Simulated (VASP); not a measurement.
# Se (Im-3m) in VASP: further runs

Runs on Se. Level: PBEsol. Tasks: single point.

Program: VASP 6.6.1. These are calculated values, not measurements. Logs are shortened: lines on timing, memory, paths and dates and some standing lists are left out, and cuts for length are marked.

**1. The cell of the first run**

Symmetry: Im-3m, No. 229, cubic system. The conventional cell has a = 3.284 Å, b = 3.284 Å, c = 3.284 Å, α = 90.00°, β = 90.00°, γ = 90.00°. Se (site symmetry m-3m) has 14 Se at 2.84 to 3.28 Å within 3.7 Å.

**2. Single point, PBEsol (volume scaled by 0.92)**

File INCAR:

```
SYSTEM = Se
PREC = Accurate ; ENCUT = 520
EDIFF = 1E-6 ; ISMEAR = -1
SIGMA = 0.1 ; LREAL = .FALSE.
LASPH = .TRUE. ; NELM = 100
ALGO = Normal ; ISIF = 2
LWAVE = .FALSE. ; LCHARG = .FALSE.
GGA = PS ; NBANDS = 9
```

File KPOINTS:

```
Automatic mesh
0
G
  15 15 15
  0 0 0
```

File POSCAR:

```
Se
1.0
   -1.6417756889      1.6417756889      1.6417756889
    1.6417756889     -1.6417756889      1.6417756889
    1.6417756889      1.6417756889     -1.6417756889
Se
1
Direct
    0.0000000000      0.0000000000      0.0000000000
```

Potentials or basis: VASP PAW PBE potentials, release 64 (Se).

Launch:

```console
$ cat potpaw_PBE.64/Se/POTCAR > POTCAR
$ mpirun -np 1 vasp_std > vasp.out
```

OUTCAR:

```text
SYSTEM = Se
   PREC = Accurate
   ENCUT = 520
   EDIFF = 1E-6
   ISMEAR = -1
   LREAL = .FALSE.
   LASPH = .TRUE.
   NELM = 100
   ISIF = 2
   GGA = PS

 ion  position               nearest neighbor table
   1  0.000  0.000  0.000-

  LATTYP: Found a body centered cubic cell.
 ALAT       =     3.2835513778

  Lattice vectors:

 A1 = (  -1.6417756889,   1.6417756889,   1.6417756889)
 A2 = (   1.6417756889,  -1.6417756889,   1.6417756889)
 A3 = (   1.6417756889,   1.6417756889,  -1.6417756889)

Analysis of symmetry for initial positions (statically):
=====================================================================
 Subroutine PRICEL returns:
 Original cell was already a primitive cell.

 Routine SETGRP: Setting up the symmetry group for a
 body centered cubic supercell.

 Subroutine GETGRP returns: Found 48 space group operations
 (whereof 48 operations were pure point group operations)
 out of a pool of 48 trial point group operations.

The static configuration has the point symmetry O_h .

Analysis of symmetry for dynamics (positions and initial velocities):
=====================================================================
 Subroutine PRICEL returns:
 Original cell was already a primitive cell.

 Routine SETGRP: Setting up the symmetry group for a
 body centered cubic supercell.

 Subroutine GETGRP returns: Found 48 space group operations
 (whereof 48 operations were pure point group operations)
 out of a pool of 48 trial point group operations.

The dynamic configuration has the point symmetry O_h .

 Subroutine INISYM returns: Found 48 space group operations
 (whereof 48 operations are pure point group operations),
 and found     1 'primitive' translations

----------------------------------------------------------------------------------------

                                     Primitive cell

  volume of cell :      17.7011

  direct lattice vectors                    reciprocal lattice vectors
    -1.641775689  1.641775689  1.641775689     0.000000000  0.304548303  0.304548303
     1.641775689 -1.641775689  1.641775689     0.304548303  0.000000000  0.304548303
     1.641775689  1.641775689 -1.641775689     0.304548303  0.304548303  0.000000000

  length of vectors
     2.843638908  2.843638908  2.843638908     0.430696341  0.430696341  0.430696341

  position of ions in fractional coordinates (direct lattice)
     0.000000000  0.000000000  0.000000000

  ion indices of the primitive-cell ions
   primitive index   ion index
                 1           1

----------------------------------------------------------------------------------------

 KPOINTS: Automatic mesh

Automatic generation of k-mesh.
 Grid dimensions read from file:
 generate k-points for:   15   15   15

 Generating k-lattice:

  Cartesian coordinates                     Fractional coordinates (reciprocal lattice)
     0.000000000  0.020303220  0.020303220     0.066666667  0.000000000  0.000000000
     0.020303220  0.000000000  0.020303220     0.000000000  0.066666667  0.000000000
     0.020303220  0.020303220  0.000000000     0.000000000  0.000000000  0.066666667

  Length of vectors
     0.028713089  0.028713089  0.028713089

  Shift w.r.t. Gamma in fractional coordinates (k-lattice)
     0.000000000  0.000000000  0.000000000

 Subroutine IBZKPT returns following result:
 ===========================================

 Found    120 irreducible k-points:

 Following reciprocal coordinates:
            Coordinates               Weight
  0.000000  0.000000  0.000000      1.000000
  0.066667  0.000000  0.000000     12.000000
  0.133333  0.000000  0.000000     12.000000
  0.200000  0.000000  0.000000     12.000000
  0.266667  0.000000  0.000000     12.000000
  0.333333  0.000000  0.000000     12.000000
[... 16 lines left out ...]
  0.333333  0.200000  0.000000     48.000000
  0.400000  0.200000 -0.000000     24.000000
 [... further k-points ...]
   k-points           NKPTS =    120   k-points in BZ     NKDIM =    120   number of bands    NBANDS=      9
   number of dos      NEDOS =    301   number of ions     NIONS =      1
   total plane-waves  NPLWV =  13824
   dimension x,y,z NGX =    24 NGY =   24 NGZ =   24
   dimension x,y,z NGXF=    48 NGYF=   48 NGZF=   48
   ions per type =               1
   NGX,Y,Z   is equivalent  to a cutoff of  14.03, 14.03, 14.03 a.u.
   NGXF,Y,Z  is equivalent  to a cutoff of  28.06, 28.06, 28.06 a.u.
 SYSTEM =  Se
   PREC   = accura    normal or accurate (medium, high low for compatibility)
   ISTART =      0    job   : 0-new  1-cont  2-samecut
   ICHARG =      2    charge: 1-file 2-atom 10-const
   ISPIN  =      1    spin polarized calculation?
   LNONCOLLINEAR =      F non collinear calculations
   LSORBIT =      F    spin-orbit coupling
   LASPH  =      T    aspherical Exc in radial PAW
   ENCUT  =  520.0 eV  38.22 Ry    6.18 a.u.   5.29  5.29  5.29*2*pi/ulx,y,z
   NELM   =    100;   NELMIN=  2; NELMDL= -5     # of ELM steps
   EDIFF  = 0.1E-05   stopping-criterion for ELM
   LREAL  =      F    real-space projection
   EDIFFG = 0.1E-04   stopping-criterion for IOM
   NSW    =      0    number of steps for IOM
   IBRION =     -1    ionic relax: 0-MD 1-quasi-New 2-CG
   NFREE  =      0    steps in history (QN), initial steepest desc. (CG)
   ISIF   =      2    stress and relaxation
   ISYM   =      2    0-nonsym 1-usesym 2-fastsym
   POTIM  = 0.5000    time-step for ionic-motion
   TEBEG  =    0.0;   TEEND  =   0.0 temperature during run
   PSTRESS=    0.0 pullay stress
   NELECT =       6.0000    total number of electrons
   NUPDOWN=      -1.0000    fix difference up-down
   EMIN   =  10.00;   EMAX   =-10.00  energy-range for DOS
   EFERMI =   0.00;   METHOD = LEGACY
   ISMEAR =    -1;   SIGMA  =   0.10  broadening in eV -4-tet -1-fermi 0-gaus
   EFERMI_NEDOS =   21; number of points for ismear=-14 and -15
   IALGO  =     38    algorithm
   IMIX   =      4    mixing-type and parameters
     AMIX     =   0.40;   BMIX     =  1.00
     AMIX_MAG =   1.60;   BMIX_MAG =  1.00
  volume/ion in A,a.u.               =      17.70       119.45
  Fermi-wavevector in a.u.,A,eV,Ry     =   1.141453  2.157034 17.727239  1.302915
  Thomas-Fermi vector in A             =   2.278153
   LORBIT       =      0    0 simple, 1 ext, 2 COOP (PROOUT), +10 PAW based schemes
   GGA     = PS    functional components
   LHFCALC =     F    Hartree Fock is set to
   AEXX    =    0.0000 exact exchange contribution
   IVDW    =     0    specifies the selected vdW correction
   LEPSILON=     F    determine dielectric tensor
   LRPA    =     F    only Hartree local field effects (RPA)
 non-spin polarized calculation
  energy-cutoff  :      520.00
  volume of cell :       17.70
 maximum number of plane-waves:       486
 NGX is ok and might be reduce to    24
   NGX = 11   NGY = 11   NGZ = 11

 number of electron       5.9999999 magnetization

 Free energy of the ion-electron system (eV)
  ---------------------------------------------------
  ext. energy  EPLUGINS =         0.00000000
  ---------------------------------------------------
  free energy    TOTEN  =        -3.35588087 eV

  energy without entropy =       -3.32878096  energy(sigma->0) =       -3.34233091

 E-fermi :   7.1954     XC(G=0): -11.3572

 val. band max:        7.1838319606   @ k =  -0.1333   0.2000   0.0667
 cond. band min:       7.2317304522   @ k =   0.1333   0.1333   0.1333
 fundamental gap:      0.0478984916
 Fermi energy:         7.1953975859

 k-point     1 :       0.0000    0.0000    0.0000
  band No.  band energies     occupation
      1     -10.2881      2.00000
      2      10.9447      0.00000
      3      10.9447      0.00000
      4      10.9447      0.00000
      5      19.9219      0.00000
      6      19.9219      0.00000
      7      19.9219      0.00000
      8      20.2441      0.00000
      9      23.0851      0.00000

 k-point     2 :       0.0667    0.0000    0.0000
  band No.  band energies     occupation
      1     -10.1783      2.00000
      2      10.2419      0.00000
      3      10.6845      0.00000
      4      10.8946      0.00000
      5      19.4430      0.00000
      6      19.5476      0.00000
      7      20.4036      0.00000
      8      20.8551      0.00000
      9      22.0867      0.00000

 k-point     3 :       0.1333    0.0000    0.0000
  band No.  band energies     occupation
      1      -9.8510      2.00000
      2       8.5594      0.00000
      3      10.0478      0.00000
      4      10.7509      0.00000
      5      18.3110      0.00000
      6      18.4805      0.00000
      7      21.7045      0.00000
      8      21.7066      0.00000
      9      22.1621      0.00000

 k-point     4 :       0.2000    0.0000    0.0000
  band No.  band energies     occupation
      1      -9.3138      2.00000
      2       6.4860      1.99834
      3       9.2828      0.00000
      4      10.5355      0.00000
      5      16.9658      0.00000
      6      17.5023      0.00000
      7      22.0527      0.00000
      8      22.1355      0.00000
      9      23.5738      0.00000

 k-point     5 :       0.2667    0.0000    0.0000
  band No.  band energies     occupation
      1      -8.5839      2.00000
      2       4.3472      2.00000
      3       8.5595      0.00000
      4      10.2861      0.00000
      5      15.8552      0.00000
      6      16.6637      0.00000
      7      22.3374      0.00000
      8      22.8414      0.00000
      9      25.8368      0.00000

 k-point     6 :       0.3333    0.0000    0.0000
  band No.  band energies     occupation
      1      -7.7006      2.00000
      2       2.3288      2.00000
      3       7.9683      0.00088
      4      10.0482      0.00000
      5      15.0280      0.00000
      6      16.0155      0.00000
      7      22.9887      0.00000
      8      23.7736      0.00000
      9      28.4102      0.00000
[... 169 lines left out ...]
 k-point    21 :       0.2000    0.2000    0.0000
  band No.  band energies     occupation
      1      -7.5003      2.00000
      2       2.9960      2.00000
      3       5.8873      2.00000
      4       9.1112      0.00000
      5      16.4729      0.00000
      6      18.1041      0.00000
      7      22.4139      0.00000
      8      23.1219      0.00000
      9      27.3881      0.00000

 k-point    22 :       0.2667    0.2000    0.0000
  band No.  band energies     occupation
      1      -6.6294      2.00000
      2       1.7163      2.00000
      3       4.8269      2.00000
      4       8.7920      0.00000
      5      16.2763      0.00000
      6      18.4913      0.00000
      7      22.4883      0.00000
      8      24.3941      0.00000
      9      27.7145      0.00000

 k-point    23 :       0.3333    0.2000    0.0000
  band No.  band energies     occupation
      1      -5.8354      2.00000
      2       0.5917      2.00000
      3       4.2368      2.00000
      4       8.5882      0.00000
      5      16.0900      0.00000
      6      18.9468      0.00000
      7      22.5882      0.00000
      8      24.2919      0.00000
      9      28.7196      0.00000

 k-point    24 :       0.4000    0.2000   -0.0000
  band No.  band energies     occupation
      1      -5.4781      2.00000
      2       0.1076      2.00000
      3       4.0514      2.00000
      4       8.5180      0.00000
      5      16.0177      0.00000
      6      19.1553      0.00000
      7      22.9122      0.00000
      8      23.6245      0.00000
      9      30.1012      0.00000

 [... further k-points ...]
[... 5 lines left out ...]
  --------------------------------------------------------------------------------------
  -------------------------------------------------------------------------------------
  Total        1.0138255      1.0138255      1.0138255      0.0000000     -0.0000000      0.0000000
  in kB       91.7639991     91.7639991     91.7639991      0.0000000     -0.0000000      0.0000000
  external PRESSURE =      91.7639991 kB  Pullay stress =       0.0000000 kB

 VOLUME and BASIS-vectors are now :
 -----------------------------------------------------------------------------
  energy-cutoff  :      520.00
  volume of cell :       17.70
      direct lattice vectors                 reciprocal lattice vectors
    -1.641775689  1.641775689  1.641775689     0.000000000  0.304548303  0.304548303
     1.641775689 -1.641775689  1.641775689     0.304548303  0.000000000  0.304548303
     1.641775689  1.641775689 -1.641775689     0.304548303  0.304548303  0.000000000

 POSITION                                       TOTAL-FORCE (eV/Angst)
 -----------------------------------------------------------------------------------
      0.00000      0.00000      0.00000         0.000000      0.000000     -0.000000
 -----------------------------------------------------------------------------------
    total drift:                               -0.000000     -0.000000      0.000000

  FREE ENERGIE OF THE ION-ELECTRON SYSTEM (eV)
  ---------------------------------------------------
  free  energy   TOTEN  =        -3.3558808696 eV

  energy  without entropy=       -3.3287809580  energy(sigma->0) =       -3.34233091
```

Run time: 24 s. Hardware: 1 thread of AMD EPYC 7R13, shared host; peak memory 0.12 GiB.

Results:

```
Free energy            : -3.3559 eV
Pressure               : 9.2 GPa
Band gap on the k mesh : zero (band 3 reaches 10.94 eV, above the bottom of band 4 at 3.45 eV)
```

Levels at points of the mesh, in eV from the Fermi level:
```tsv
k point	band 1	band 2	band 3	band 4	band 5	band 6	band 7	band 8
(0.00, 0.00, 0.00)	-17.48	3.75	3.75	3.75	12.73	12.73	12.73	13.05
```

Caveat: the PAW data sets were made with another functional, which shifts forces and pressure a little.

[end of part 1 of 2]
